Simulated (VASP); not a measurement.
# Mn (P6/mmm) in VASP: a series of runs

Runs on Mn. Level: PBE. Tasks: density of states.

Everything below comes from runs of VASP 6.6.1. Logs are shortened: lines on timing, memory, paths and dates and some standing lists are left out, and cuts for length are marked.

## (1) The cell of the first run

The structure is hexagonal, space group P6/mmm (No. 191). The conventional cell has a = 1.803 Å, b = 1.803 Å, c = 1.617 Å, α = 90.00°, β = 90.00°, γ = 120.00°. Within 2.2 Å of Mn (site symmetry 6/mmm) lie 8 Mn at 1.62 to 1.80 Å.

## (2) Density of states, PBE, collinear spin, ferromagnetic start (volume scaled by 0.4)

Input file POSCAR:

```
Mn
1.0
    1.8034746458      0.0000000000      0.0000000000
   -0.9017373229      1.5618548584      0.0000000000
    0.0000000000      0.0000000000      1.6171288466
Mn
1
Direct
    0.0000000000      0.0000000000      0.0000000000
```

Input file INCAR.step1:

```
ALGO = Normal
EDIFF = 1E-6
ENCUT = 520
GGA = PE
ISIF = 2
ISMEAR = -1
ISPIN = 2
LASPH = True
LCHARG = True
LMAXMIX = 4
LREAL = False
LWAVE = False
MAGMOM = 3
NBANDS = 16
NELM = 150
PREC = Accurate
SIGMA = 0.08
```

Input file KPOINTS.step1:

```
k-points
0
Gamma
  18 18 17
```

Input file INCAR.step2:

```
ALGO = Normal
EDIFF = 1E-6
ENCUT = 520
GGA = PE
ICHARG = 11
ISIF = 2
ISMEAR = -5
ISPIN = 2
LASPH = True
LCHARG = False
LMAXMIX = 4
LORBIT = 11
LREAL = False
LWAVE = False
MAGMOM = 3
NEDOS = 2001
NELM = 150
PREC = Accurate
SIGMA = 0.08
```

Input file KPOINTS.step2:

```
k-points
0
Gamma
  27 27 26
```

Potentials or basis: VASP PAW PBE potentials, release 64 (Mn_pv).

Launch:

```bash
> cat potpaw_PBE.64/Mn_pv/POTCAR > POTCAR
> cp INCAR.step1 INCAR
> cp KPOINTS.step1 KPOINTS
> mpirun -np 1 vasp_std > vasp.out
> cp INCAR.step2 INCAR
> cp KPOINTS.step2 KPOINTS
> mpirun -np 1 vasp_std > vasp.out
```

OUTCAR:

```text
EDIFF = 1E-6
   ENCUT = 520
   GGA = PE
   ICHARG = 11
   ISIF = 2
   ISMEAR = -5
   ISPIN = 2
   LASPH = True
   LORBIT = 11
   LREAL = False
   NELM = 150
   PREC = Accurate

 ion  position               nearest neighbor table
   1  0.000  0.000  0.000-

  LATTYP: Found a hexagonal cell.
 ALAT       =     1.8034746458
 C/A-ratio  =     0.8966740122

  Lattice vectors:

 A1 = (   1.8034746458,   0.0000000000,   0.0000000000)
 A2 = (  -0.9017373229,   1.5618548584,   0.0000000000)
 A3 = (   0.0000000000,   0.0000000000,   1.6171288466)

Analysis of symmetry for initial positions (statically):
=====================================================================
 Subroutine PRICEL returns:
 Original cell was already a primitive cell.

 Routine SETGRP: Setting up the symmetry group for a
 hexagonal supercell.

 Subroutine GETGRP returns: Found 24 space group operations
 (whereof 24 operations were pure point group operations)
 out of a pool of 24 trial point group operations.

The static configuration has the point symmetry D_6h.

Analysis of symmetry for dynamics (positions and initial velocities):
=====================================================================
 Subroutine PRICEL returns:
 Original cell was already a primitive cell.

 Routine SETGRP: Setting up the symmetry group for a
 hexagonal supercell.

 Subroutine GETGRP returns: Found 24 space group operations
 (whereof 24 operations were pure point group operations)
 out of a pool of 24 trial point group operations.

The dynamic configuration has the point symmetry D_6h.

Analysis of structural, dynamic, and magnetic symmetry:
=====================================================================
 Subroutine PRICEL returns:
 Original cell was already a primitive cell.

 Routine SETGRP: Setting up the symmetry group for a
 hexagonal supercell.

 Subroutine GETGRP returns: Found 24 space group operations
 (whereof 24 operations were pure point group operations)
 out of a pool of 24 trial point group operations.

The overall configuration has the point symmetry D_6h.

 Subroutine INISYM returns: Found 24 space group operations
 (whereof 24 operations are pure point group operations),
 and found     1 'primitive' translations

----------------------------------------------------------------------------------------

                                     Primitive cell

  volume of cell :       4.5551

  direct lattice vectors                    reciprocal lattice vectors
     1.803474646  0.000000000  0.000000000     0.554485200  0.320132180  0.000000000
    -0.901737323  1.561854858  0.000000000     0.000000000  0.640264359  0.000000000
     0.000000000  0.000000000  1.617128847     0.000000000  0.000000000  0.618379916

  length of vectors
     1.803474646  1.803474646  1.617128847     0.640264359  0.640264359  0.618379916

  position of ions in fractional coordinates (direct lattice)
     0.000000000  0.000000000  0.000000000

  ion indices of the primitive-cell ions
   primitive index   ion index
                 1           1

----------------------------------------------------------------------------------------

 KPOINTS: k-points

Automatic generation of k-mesh.
 Grid dimensions read from file:
 generate k-points for:   27   27   26

 Generating k-lattice:

  Cartesian coordinates                     Fractional coordinates (reciprocal lattice)
     0.020536489  0.011856747  0.000000000     0.037037037  0.000000000  0.000000000
     0.000000000  0.023713495  0.000000000     0.000000000  0.037037037  0.000000000
     0.000000000  0.000000000  0.023783843     0.000000000  0.000000000  0.038461538

  Length of vectors
     0.023713495  0.023713495  0.023783843

  Shift w.r.t. Gamma in fractional coordinates (k-lattice)
     0.000000000  0.000000000  0.000000000

 TETIRR: Found  19214 inequivalent tetrahedra from   113724

 Subroutine IBZKPT returns following result:
 ===========================================

 Found   1050 irreducible k-points:

 Following reciprocal coordinates:
            Coordinates               Weight
  0.000000  0.000000  0.000000      1.000000
  0.037037  0.000000  0.000000      6.000000
  0.074074  0.000000  0.000000      6.000000
  0.111111 -0.000000  0.000000      6.000000
  0.148148  0.000000  0.000000      6.000000
  0.185185  0.000000  0.000000      6.000000
[... 16 lines left out ...]
  0.333333  0.037037  0.000000     12.000000
  0.370370  0.037037  0.000000     12.000000
 [... further k-points ...]
   k-points           NKPTS =   1050   k-points in BZ     NKDIM =   1050   number of bands    NBANDS=     12
   number of dos      NEDOS =   2001   number of ions     NIONS =      1
   total plane-waves  NPLWV =   2352
   dimension x,y,z NGX =    14 NGY =   14 NGZ =   12
   dimension x,y,z NGXF=    28 NGYF=   28 NGZF=   24
   ions per type =               1
   NGX,Y,Z   is equivalent  to a cutoff of  12.91, 12.91, 12.34 a.u.
   NGXF,Y,Z  is equivalent  to a cutoff of  25.81, 25.81, 24.67 a.u.
 SYSTEM =  unknown system
   PREC   = accura    normal or accurate (medium, high low for compatibility)
   ISTART =      0    job   : 0-new  1-cont  2-samecut
   ICHARG =     11    charge: 1-file 2-atom 10-const
   ISPIN  =      2    spin polarized calculation?
   LNONCOLLINEAR =      F non collinear calculations
   LSORBIT =      F    spin-orbit coupling
   LASPH  =      T    aspherical Exc in radial PAW
   ENCUT  =  520.0 eV  38.22 Ry    6.18 a.u.   3.35  3.35  3.01*2*pi/ulx,y,z
   NELM   =    150;   NELMIN=  2; NELMDL=  0     # of ELM steps
   EDIFF  = 0.1E-05   stopping-criterion for ELM
   LREAL  =      F    real-space projection
   EDIFFG = 0.1E-04   stopping-criterion for IOM
   NSW    =      0    number of steps for IOM
   IBRION =     -1    ionic relax: 0-MD 1-quasi-New 2-CG
   NFREE  =      0    steps in history (QN), initial steepest desc. (CG)
   ISIF   =      2    stress and relaxation
   ISYM   =      2    0-nonsym 1-usesym 2-fastsym
   POTIM  = 0.5000    time-step for ionic-motion
   TEBEG  =    0.0;   TEEND  =   0.0 temperature during run
   PSTRESS=    0.0 pullay stress
   NELECT =      13.0000    total number of electrons
   NUPDOWN=      -1.0000    fix difference up-down
   EMIN   =  10.00;   EMAX   =-10.00  energy-range for DOS
   EFERMI =   0.00;   METHOD = LEGACY
   ISMEAR =    -5;   SIGMA  =   0.08  broadening in eV -4-tet -1-fermi 0-gaus
   EFERMI_NEDOS =   21; number of points for ismear=-14 and -15
   IALGO  =     38    algorithm
   IMIX   =      4    mixing-type and parameters
     AMIX     =   0.40;   BMIX     =  1.00
     AMIX_MAG =   1.60;   BMIX_MAG =  1.00
  volume/ion in A,a.u.               =       4.56        30.74
  Fermi-wavevector in a.u.,A,eV,Ry     =   2.322153  4.388233 73.367984  5.392395
  Thomas-Fermi vector in A             =   3.249371
   LORBIT       =     11    0 simple, 1 ext, 2 COOP (PROOUT), +10 PAW based schemes
   GGA     = PE    functional components
   LHFCALC =     F    Hartree Fock is set to
   AEXX    =    0.0000 exact exchange contribution
   IVDW    =     0    specifies the selected vdW correction
   LEPSILON=     F    determine dielectric tensor
   LRPA    =     F    only Hartree local field effects (RPA)
 spin polarized calculation
 Fermi weights with tetrahedron method with Bloechl corrections
  energy-cutoff  :      520.00
  volume of cell :        4.56
 maximum number of plane-waves:       133
 NGX is ok and might be reduce to    14

 number of electron      13.0000030 magnetization      -0.0000210

 Free energy of the ion-electron system (eV)
  ---------------------------------------------------
  ext. energy  EPLUGINS =         0.00000000
  ---------------------------------------------------
  free energy    TOTEN  =         6.92527544 eV

  energy without entropy =        6.92527544  energy(sigma->0) =        6.92527544

 E-fermi :  29.6207     XC(G=0): -19.9528

 val. band max:       30.0393721819   @ k =   0.3333  -0.0000   0.0000
 cond. band min:      29.4003814183   @ k =   0.4815   0.0000   0.2308
 fundamental gap:     -0.6389907636
 Fermi energy:        29.6207011353

 spin component 1

 k-point     1 :       0.0000    0.0000    0.0000
  band No.  band energies     occupation
      1     -17.7159      1.00000
      2     -17.7159      1.00000
      3     -16.3069      1.00000
      4      17.9691      1.00000
      5      20.4301      1.00000
      6      24.4627      1.00000
      7      24.4627      1.00000
      8      35.3893      0.00000
      9      35.3893      0.00000
     10      53.1586      0.00000
     11      61.7351      0.00000
     12      68.5292      0.00000
[... 331 lines left out ...]
 k-point    24 :       0.3704    0.0370    0.0000
  band No.  band energies     occupation
      1     -25.5128      1.00000
      2     -19.5054      1.00000
      3     -15.3945      1.00000
      4      16.6821      1.00000
      5      22.0706      1.00000
      6      30.1952      0.10009
      7      31.2853      0.00000
      8      34.1096      0.00000
      9      34.2912      0.00000
     10      53.8293      0.00000
     11      61.2985      0.00000
     12      62.3493      0.00000

 [... further k-points ...]

 spin component 2

 k-point     1 :       0.0000    0.0000    0.0000
  band No.  band energies     occupation
      1     -17.7160      1.00000
      2     -17.7160      1.00000
      3     -16.3069      1.00000
      4      17.9691      1.00000
      5      20.4301      1.00000
      6      24.4627      1.00000
      7      24.4627      1.00000
      8      35.3893      0.00000
      9      35.3893      0.00000
     10      53.1586      0.00000
     11      61.7351      0.00000
     12      68.5292      0.00000
[... 331 lines left out ...]
 k-point    24 :       0.3704    0.0370    0.0000
  band No.  band energies     occupation
      1     -25.5128      1.00000
      2     -19.5054      1.00000
      3     -15.3945      1.00000
      4      16.6821      1.00000
      5      22.0706      1.00000
      6      30.1952      0.10012
      7      31.2853      0.00000
      8      34.1096      0.00000
      9      34.2912      0.00000
     10      53.8292      0.00000
     11      61.2985      0.00000
     12      62.3493      0.00000

 [... further k-points ...]
[... 5 lines left out ...]
  --------------------------------------------------------------------------------------
  -------------------------------------------------------------------------------------
  Total       45.4737071     45.4737071     46.5634284     -0.0000000     -0.0000000     -0.0000000
  in kB    15994.6817812  15994.6817824  16377.9746095     -0.0000000     -0.0000000     -0.0000000
  external PRESSURE =   16122.4460577 kB  Pullay stress =       0.0000000 kB

 VOLUME and BASIS-vectors are now :
 -----------------------------------------------------------------------------
  energy-cutoff  :      520.00
  volume of cell :        4.56
      direct lattice vectors                 reciprocal lattice vectors
     1.803474646  0.000000000  0.000000000     0.554485200  0.320132180  0.000000000
    -0.901737323  1.561854858  0.000000000     0.000000000  0.640264359  0.000000000
     0.000000000  0.000000000  1.617128847     0.000000000  0.000000000  0.618379916

 POSITION                                       TOTAL-FORCE (eV/Angst)
 -----------------------------------------------------------------------------------
      0.00000      0.00000      0.00000         0.000000      0.000000      0.000000
 -----------------------------------------------------------------------------------
    total drift:                               -0.000000     -0.000000      0.000000

  FREE ENERGIE OF THE ION-ELECTRON SYSTEM (eV)
  ---------------------------------------------------
  free  energy   TOTEN  =         6.9252754408 eV

  energy  without entropy=        6.9252754408  energy(sigma->0) =        6.92527544

 total charge

# of ion       s       p       d       tot
------------------------------------------
    1        0.833   7.243   7.423  15.499

 magnetization (x)

# of ion       s       p       d       tot
------------------------------------------
    1        0.000  -0.000  -0.000  -0.000
```

Wall time 54 s (1 thread of Intel Xeon 6975P-C (Granite Rapids), shared host); peak memory 0.27 GiB.

What came out:

```
Net moment : 0.00 μB per cell
```

Caveat: the starting moments collapsed, and a magnetic state may lie lower; tetrahedron occupations give inexact forces and stress in metals.

## (3) Density of states, PBE, collinear spin, ferromagnetic start (volume scaled by 0.4)

POSCAR is that of step 2.

Input file INCAR.step1:

```
SYSTEM = Mn
PREC = Accurate ; ENCUT = 520
EDIFF = 1E-6 ; ISMEAR = -1
SIGMA = 0.08 ; LREAL = .False.
LASPH = .True. ; NELM = 150
ALGO = Normal ; ISIF = 2
LWAVE = .False. ; LCHARG = .True.
ISPIN = 2 ; MAGMOM = 3
LMAXMIX = 4 ; GGA = PE
NBANDS = 16
```

Input file KPOINTS.step1:

```
Automatic mesh
0
Gamma
  18 18 17
  0 0 0
```

Input file INCAR.step2:

```
SYSTEM = Mn
PREC = Accurate ; ENCUT = 520
EDIFF = 1E-6 ; ISMEAR = -5
SIGMA = 0.08 ; LREAL = .False.
LASPH = .True. ; NELM = 150
ALGO = Normal ; ISIF = 2
LWAVE = .False. ; LCHARG = .False.
ISPIN = 2 ; MAGMOM = 3
LORBIT = 10 ; LMAXMIX = 4
GGA = PE ; NEDOS = 2001
ICHARG = 11
```

Input file KPOINTS.step2:

```
Automatic mesh
0
Gamma
  27 27 26
  0 0 0
```

Potentials or basis: VASP PAW PBE potentials, release 64 (Mn_pv).

Launch:

```bash
> cat potpaw_PBE.64/Mn_pv/POTCAR > POTCAR
> cp INCAR.step1 INCAR
> cp KPOINTS.step1 KPOINTS
> mpirun -np 1 vasp_std > vasp.out
> cp INCAR.step2 INCAR
> cp KPOINTS.step2 KPOINTS
> mpirun -np 1 vasp_std > vasp.out
```

Wall time 50 s (1 thread of Intel Xeon 6975P-C (Granite Rapids), shared host); peak memory 0.28 GiB.

The run converged. Its results:

```
Net moment : 0.00 μB per cell
```

Levels at points of the mesh, in eV from the Fermi level:
Spin up:
| k point | band 2 | band 3 | band 4 | band 5 | band 6 | band 7 | band 8 | band 9 | band 10 | band 11 |
| --- | --- | --- | --- | --- | --- | --- | --- | --- | --- | --- |
| (0.00, 0.00, 0.00) | -47.34 | -45.93 | -11.65 | -9.19 | -5.16 | -5.16 | 5.77 | 5.77 | 23.54 | 32.11 |
| (0.00, 0.00, 0.50) | -45.99 | -45.99 | -6.02 | -2.70 | -2.70 | -1.98 | -1.98 | 1.21 | 24.62 | 31.99 |
Spin down:
| k point | band 2 | band 3 | band 4 | band 5 | band 6 | band 7 | band 8 | band 9 | band 10 | band 11 |
| --- | --- | --- | --- | --- | --- | --- | --- | --- | --- | --- |
| (0.00, 0.00, 0.00) | -47.34 | -45.93 | -11.65 | -9.19 | -5.16 | -5.16 | 5.77 | 5.77 | 23.54 | 32.11 |
| (0.00, 0.00, 0.50) | -45.99 | -45.99 | -6.02 | -2.70 | -2.70 | -1.98 | -1.98 | 1.21 | 24.62 | 31.99 |

Caveat: the starting moments collapsed, and a magnetic state may lie lower; tetrahedron occupations give inexact forces and stress in metals.
